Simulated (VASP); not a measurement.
# SnSe (Fm-3m) in VASP: notebook

SnSe is run at these levels: PBE+D3(BJ), PBEsol; tasks: phonons, density of states.

Program: VASP 6.6.1. These are calculated values, not measurements. Logs are shortened: lines on timing, memory, paths and dates and some standing lists are left out, and cuts for length are marked.

## 1. The cell of the first run

It takes space group Fm-3m (No. 225, cubic). The conventional cell has a = 5.313 Å, b = 5.313 Å, c = 5.313 Å, α = 90.00°, β = 90.00°, γ = 90.00°. Within 3.5 Å of Sn (site symmetry m-3m) lie 6 Se at 2.66 Å. Within 3.5 Å of Se (site symmetry m-3m) lie 6 Sn at 2.66 Å.

## 2. Phonons, PBE+D3(BJ)

Input file INCAR:

```
PREC = Accurate
ENCUT = 520
EDIFF = 1E-8
ISMEAR = 0
SIGMA = 0.01
LREAL = F
LASPH = T
NELM = 100
ALGO = Normal
ISIF = 2
LWAVE = F
LCHARG = F
GGA = PE
IVDW = 12
NBANDS = 17
IBRION = 6
NFREE = 2
POTIM = 0.015
NSW = 1
```

Input file KPOINTS:

```
regular mesh
0
Gamma
  12 12 12
```

Input file POSCAR:

```
SnSe
1.0
    0.0000000000      2.6564029067      2.6564029067
    2.6564029067      0.0000000000      2.6564029067
    2.6564029067      2.6564029067      0.0000000000
Sn Se
1 1
Direct
    0.0000000000      0.0000000000      0.0000000000
    0.5000000000      0.5000000000      0.5000000000
```

Potentials or basis: VASP PAW PBE potentials, release 64 (Sn_d, Se).

On the command line:

```
$ cat potpaw_PBE.64/Sn_d/POTCAR potpaw_PBE.64/Se/POTCAR > POTCAR
$ mpirun -np 1 vasp_std > vasp.out
```

OUTCAR:

```text
PREC = Accurate
   ENCUT = 520
   EDIFF = 1E-8
   ISMEAR = 0
   LREAL = F
   LASPH = T
   NELM = 100
   ISIF = 2
   GGA = PE
   IVDW = 12
   IBRION = 6
   NFREE = 2
   POTIM = 0.015
   NSW = 1
 IVDW          = 12

 ion  position               nearest neighbor table
   1  0.000  0.000  0.000-   2 2.66   2 2.66   2 2.66   2 2.66   2 2.66   2 2.66
   2  0.500  0.500  0.500-   1 2.66   1 2.66   1 2.66   1 2.66   1 2.66   1 2.66

  LATTYP: Found a face centered cubic cell.
 ALAT       =     5.3128058134

  Lattice vectors:

 A1 = (   0.0000000000,   2.6564029067,   2.6564029067)
 A2 = (   2.6564029067,   0.0000000000,   2.6564029067)
 A3 = (   2.6564029067,   2.6564029067,   0.0000000000)

Analysis of symmetry for initial positions (statically):
=====================================================================
 Subroutine PRICEL returns:
 Original cell was already a primitive cell.

 Routine SETGRP: Setting up the symmetry group for a
 face centered cubic supercell.

 Subroutine GETGRP returns: Found 48 space group operations
 (whereof 48 operations were pure point group operations)
 out of a pool of 48 trial point group operations.

The static configuration has the point symmetry O_h .

Analysis of symmetry for dynamics (positions and initial velocities):
=====================================================================
 Subroutine PRICEL returns:
 Original cell was already a primitive cell.

 Routine SETGRP: Setting up the symmetry group for a
 face centered cubic supercell.

 Subroutine GETGRP returns: Found 48 space group operations
 (whereof 48 operations were pure point group operations)
 out of a pool of 48 trial point group operations.

The dynamic configuration has the point symmetry O_h .

 Subroutine INISYM returns: Found 48 space group operations
 (whereof 48 operations are pure point group operations),
 and found     1 'primitive' translations

----------------------------------------------------------------------------------------

                                     Primitive cell

  volume of cell :      37.4897

  direct lattice vectors                    reciprocal lattice vectors
     0.000000000  2.656402907  2.656402907    -0.188224459  0.188224459  0.188224459
     2.656402907  0.000000000  2.656402907     0.188224459 -0.188224459  0.188224459
     2.656402907  2.656402907  0.000000000     0.188224459  0.188224459 -0.188224459

  length of vectors
     3.756721018  3.756721018  3.756721018     0.326014326  0.326014326  0.326014326

  position of ions in fractional coordinates (direct lattice)
     0.000000000  0.000000000  0.000000000
     0.500000000  0.500000000  0.500000000

  ion indices of the primitive-cell ions
   primitive index   ion index
                 1           1
                 2           2

----------------------------------------------------------------------------------------

 KPOINTS: regular mesh

Automatic generation of k-mesh.
 Grid dimensions read from file:
 generate k-points for:   12   12   12

 Generating k-lattice:

  Cartesian coordinates                     Fractional coordinates (reciprocal lattice)
    -0.015685372  0.015685372  0.015685372     0.083333333  0.000000000  0.000000000
     0.015685372 -0.015685372  0.015685372     0.000000000  0.083333333  0.000000000
     0.015685372  0.015685372 -0.015685372     0.000000000  0.000000000  0.083333333

  Length of vectors
     0.027167861  0.027167861  0.027167861

  Shift w.r.t. Gamma in fractional coordinates (k-lattice)
     0.000000000  0.000000000  0.000000000

 Subroutine IBZKPT returns following result:
 ===========================================

 Found     72 irreducible k-points:

 Following reciprocal coordinates:
            Coordinates               Weight
  0.000000  0.000000  0.000000      1.000000
  0.083333  0.000000  0.000000      8.000000
  0.166667  0.000000  0.000000      8.000000
  0.250000  0.000000  0.000000      8.000000
  0.333333  0.000000  0.000000      8.000000
  0.416667  0.000000  0.000000      8.000000
[... 16 lines left out ...]
  0.500000  0.166667  0.000000     24.000000
 -0.416667  0.166667  0.000000     24.000000
 [... further k-points ...]
   k-points           NKPTS =     72   k-points in BZ     NKDIM =     72   number of bands    NBANDS=     17
   number of dos      NEDOS =    301   number of ions     NIONS =      2
   total plane-waves  NPLWV =  21952
   dimension x,y,z NGX =    28 NGY =   28 NGZ =   28
   dimension x,y,z NGXF=    56 NGYF=   56 NGZF=   56
   ions per type =               1   1
   NGX,Y,Z   is equivalent  to a cutoff of  12.39, 12.39, 12.39 a.u.
   NGXF,Y,Z  is equivalent  to a cutoff of  24.78, 24.78, 24.78 a.u.
 SYSTEM =  unknown system
   PREC   = accura    normal or accurate (medium, high low for compatibility)
   ISTART =      0    job   : 0-new  1-cont  2-samecut
   ICHARG =      2    charge: 1-file 2-atom 10-const
   ISPIN  =      1    spin polarized calculation?
   LNONCOLLINEAR =      F non collinear calculations
   LSORBIT =      F    spin-orbit coupling
   LASPH  =      T    aspherical Exc in radial PAW
   ENCUT  =  520.0 eV  38.22 Ry    6.18 a.u.   6.99  6.99  6.99*2*pi/ulx,y,z
   NELM   =    100;   NELMIN=  2; NELMDL= -5     # of ELM steps
   EDIFF  = 0.1E-07   stopping-criterion for ELM
   LREAL  =      F    real-space projection
   EDIFFG = 0.1E-06   stopping-criterion for IOM
   NSW    =     61    number of steps for IOM
   IBRION =      6    ionic relax: 0-MD 1-quasi-New 2-CG
   NFREE  =      2    steps in history (QN), initial steepest desc. (CG)
   ISIF   =      2    stress and relaxation
   ISYM   =      2    0-nonsym 1-usesym 2-fastsym
   POTIM  = 0.0150    time-step for ionic-motion
   TEBEG  =    0.0;   TEEND  =   0.0 temperature during run
   PSTRESS=    0.0 pullay stress
   NELECT =      20.0000    total number of electrons
   NUPDOWN=      -1.0000    fix difference up-down
   EMIN   =  10.00;   EMAX   =-10.00  energy-range for DOS
   EFERMI =   0.00;   METHOD = LEGACY
   ISMEAR =     0;   SIGMA  =   0.01  broadening in eV -4-tet -1-fermi 0-gaus
   EFERMI_NEDOS =   21; number of points for ismear=-14 and -15
   IALGO  =     38    algorithm
   IMIX   =      4    mixing-type and parameters
     AMIX     =   0.40;   BMIX     =  1.00
     AMIX_MAG =   1.60;   BMIX_MAG =  1.00
  volume/ion in A,a.u.               =      18.74       126.50
  Fermi-wavevector in a.u.,A,eV,Ry     =   1.327744  2.509072 23.985752  1.762903
  Thomas-Fermi vector in A             =   2.457033
   LORBIT       =      0    0 simple, 1 ext, 2 COOP (PROOUT), +10 PAW based schemes
   GGA     = PE    functional components
   LHFCALC =     F    Hartree Fock is set to
   AEXX    =    0.0000 exact exchange contribution
   IVDW    =    12    specifies the selected vdW correction
   LEPSILON=     F    determine dielectric tensor
   LRPA    =     F    only Hartree local field effects (RPA)
 finite differences with symmetry
 non-spin polarized calculation
 Gauss-broadening in eV      SIGMA  =   0.01
  energy-cutoff  :      520.00
  volume of cell :       37.49
 maximum number of plane-waves:      1036
   NGX = 13   NGY = 13   NGZ = 13

--------------------------------------- Ionic step        1  -------------------------------------------

 number of electron      19.9999997 magnetization

 Free energy of the ion-electron system (eV)
  ---------------------------------------------------
  ext. energy  EPLUGINS =         0.00000000
  ---------------------------------------------------
  free energy    TOTEN  =        -6.42402329 eV

  energy without entropy =       -6.42394493  energy(sigma->0) =       -6.42398411

------------------------ aborting loop because EDIFF is reached ----------------------------------------

 Edisp (eV)   -1.03499

 E8    (eV) :    -0.4645
[... 151 lines left out ...]
--------------------------------------- Ionic step        5  -------------------------------------------

 number of electron      19.9999996 magnetization

 Free energy of the ion-electron system (eV)
  ---------------------------------------------------
  ext. energy  EPLUGINS =         0.00000000
  ---------------------------------------------------
  free energy    TOTEN  =        -6.42328119 eV

  energy without entropy =       -6.42320317  energy(sigma->0) =       -6.42324218

 E-fermi :  11.1007     XC(G=0): -11.4181

 val. band max:       11.1002845712   @ k =  -0.4167   0.1667   0.0833
 cond. band min:      11.1016760620   @ k =   0.1667   0.0833  -0.4167
 fundamental gap:      0.0013914909
 Fermi energy:        11.1007477355

 k-point     1 :       0.0000    0.0000    0.0000
  band No.  band energies     occupation
      1     -11.3273      2.00000
      2     -11.3270      2.00000
      3     -11.3021      2.00000
      4     -11.3021      2.00000
      5     -11.3020      2.00000
      6      -6.5322      2.00000
[... 457 lines left out ...]
      4     -11.2594      2.00000
      5     -11.2468      2.00000
      6      -4.3033      2.00000
[... 9 lines left out ...]
     16      20.2608      0.00000
     17      23.7806      0.00000

 [... further k-points ...]

------------------------ aborting loop because EDIFF is reached ----------------------------------------

 Edisp (eV)   -1.03499

 E8    (eV) :    -0.4645
[... 25 lines left out ...]
  FREE ENERGIE OF THE ION-ELECTRON SYSTEM (eV)
  ---------------------------------------------------
  free  energy   TOTEN  =        -7.4582713548 eV

  energy  without entropy=       -7.4581933313  energy(sigma->0) =       -7.45823234

 INTERNAL STRAIN TENSORS FROM DISPLACED ATOMS
 ============================================

 INTERNAL STRAIN TENSOR FOR ION    1 for displacements in x,y,z  (eV/Angst):
          X           Y           Z          XY          YZ          ZX
  --------------------------------------------------------------------------------
  x     0.00000     0.00000     0.00000     0.00000     0.00000     0.00000
  y     0.00000     0.00000     0.00000     0.00000     0.00000     0.00000
  z     0.00000     0.00000     0.00000     0.00000     0.00000     0.00000

 INTERNAL STRAIN TENSOR FOR ION    2 for displacements in x,y,z  (eV/Angst):
          X           Y           Z          XY          YZ          ZX
  --------------------------------------------------------------------------------
  x     0.00000     0.00000     0.00000     0.00000     0.00000     0.00000
  y     0.00000     0.00000     0.00000     0.00000     0.00000     0.00000
  z     0.00000     0.00000     0.00000     0.00000     0.00000     0.00000

 Eigenvectors and eigenvalues of the dynamical matrix
 ----------------------------------------------------

   1 f  =    5.821854 THz    36.579788 2PiTHz  194.196146 cm-1    24.077243 meV
             X         Y         Z           dx          dy          dz
      0.000000  0.000000  0.000000     0.000000    0.631719    0.000000
      2.656403  2.656403  2.656403     0.000000   -0.775198    0.000000
[... 21 lines left out ...]
   6 f/i=    0.002290 THz     0.014391 2PiTHz    0.076398 cm-1     0.009472 meV
             X         Y         Z           dx          dy          dz
      0.000000  0.000000  0.000000     0.000000    0.000000    0.775198
      2.656403  2.656403  2.656403     0.000000    0.000000    0.631719

 ELASTIC MODULI CONTR FROM IONIC RELAXATION (kBar)
 Direction    XX          YY          ZZ          XY          YZ          ZX
 --------------------------------------------------------------------------------
 XX           0.0000      0.0000      0.0000      0.0000      0.0000      0.0000
 YY           0.0000      0.0000      0.0000      0.0000      0.0000      0.0000
 ZZ           0.0000      0.0000      0.0000      0.0000      0.0000      0.0000
 XY           0.0000      0.0000      0.0000      0.0000      0.0000      0.0000
 YZ           0.0000      0.0000      0.0000      0.0000      0.0000      0.0000
 ZX           0.0000      0.0000      0.0000      0.0000      0.0000      0.0000
 --------------------------------------------------------------------------------
```

It used 610 s of CPU time on 1 thread of AMD EPYC 7R13 Processor (Zen 3) (shared host).

Results:

```
Highest phonon frequency at Γ, LO-TO splitting left out : 194 cm⁻¹
Dispersion energy per atom                              : -0.517 eV
```

Phonon frequencies in cm⁻¹ (negative: imaginary):
```csv
q point,frequencies
"(0.000, 0.000, 0.000)",0 0 0 194 194 194
```

Caveat: the cell wasn't relaxed at this level first, which shifts response properties; spin-orbit coupling is left out, which moves the levels of the heavy elements.

(Continued in part 2 of 2.)
